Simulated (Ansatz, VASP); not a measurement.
**In2Sb in VASP and in Ansatz**

```xyz
6
Lattice="4.3193 0.0000 0.0000 0.0000 4.3193 0.0000 0.0000 0.0000 9.0636" Properties=species:S:1:pos:R:3 pbc="T T T"
In    0.0000    0.0000    0.0000
In    2.1597    2.1597    0.0000
In    0.0000    2.1597    3.2925
In    2.1597    0.0000    5.7712
Sb    0.0000    2.1597    6.3149
Sb    2.1597    0.0000    2.7488
```

Alike in both runs: functional r2SCAN; k mesh 8 × 8 × 6; occupations gaussian, width 0.1 eV; no spin polarisation.

Ansatz relaxed the structure, and its values are those at the end. VASP's run is a single point on that final structure, the one shown.

|  | VASP | Ansatz |
| --- | --- | --- |
| version | VASP 6.6.1 | Ansatz 0.2.0 |
| potentials or method | VASP PAW PBE potentials, release 64 (In_d, Sb), cutoff 520 eV | scalar-relativistic, plane waves, PAW |
| valence electrons in the cell | 62 | 82 |

Ansatz gave:

* gap on the k mesh at the Fermi level (eV): none
* pressure (GPa): 0.0

Q: What did VASP give for the same quantities?

A: gap on the k mesh at the Fermi level (eV): none; pressure (GPa): 0.1.

VASP's potentials were made for PBE, not for r2SCAN. A gap of «none» marks a metal or a gap that the smearing closes. With one functional, cell and mesh, what is left measures potentials, basis and numerics. VASP's potentials hold 62 valence electrons a cell and Ansatz's 82, so a difference there can come from the potentials and not from the codes.

Spin-orbit coupling is off throughout.
